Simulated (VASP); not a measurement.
A run of VASP 6.6.1:

The input INCAR:

```
ALGO = Normal
EDIFF = 1E-6
EFERMI = MIDGAP
ENCUT = 520
GGA = PE
GGA_COMPAT = False
ISIF = 0
ISMEAR = 0
LASPH = True
LCHARG = False
LREAL = Auto
LWAVE = False
NBANDS = 23
NELM = 120
NELMDL = -8
PREC = Accurate
ROPT = -0.00025 -0.00025 -0.00025 -0.00025
SIGMA = 0.03
```

File KPOINTS:

```
k-points
0
Gamma
  1 1 1
```

File POSCAR:

```
H2CIBr
1.0
   13.0000000000      0.0000000000      0.0000000000
    0.0000000000     11.0000000000      0.0000000000
    0.0000000000      0.0000000000     12.0000000000
Br C I H
1 1 1 2
Direct
    0.3766923100      0.4773090900      0.5308750000
    0.5178615400      0.4930181800      0.4861666700
    0.6253076900      0.4147454500      0.5988166700
    0.5355769200      0.5890727300      0.4801916700
    0.5270846200      0.4471636400      0.4135166700
```

Potentials or basis: VASP PAW PBE potentials, release 64 (Br, C, I, H).

Command:

```console
$ cat potpaw_PBE.64/Br/POTCAR potpaw_PBE.64/C/POTCAR potpaw_PBE.64/I/POTCAR potpaw_PBE.64/H/POTCAR > POTCAR
$ mpirun -np 1 vasp_gam > vasp.out
```

Hardware: 1 thread of AMD EPYC 9R45 96-Core Processor (Zen 5), with other jobs on the host.

Task: How long does it take, and how much memory?

Result: Run time: 100 s on 1 thread of AMD EPYC 9R45 96-Core Processor (Zen 5) (shared host), peak memory 1.2 GiB. Counts: scf iterations 28, k points 1.
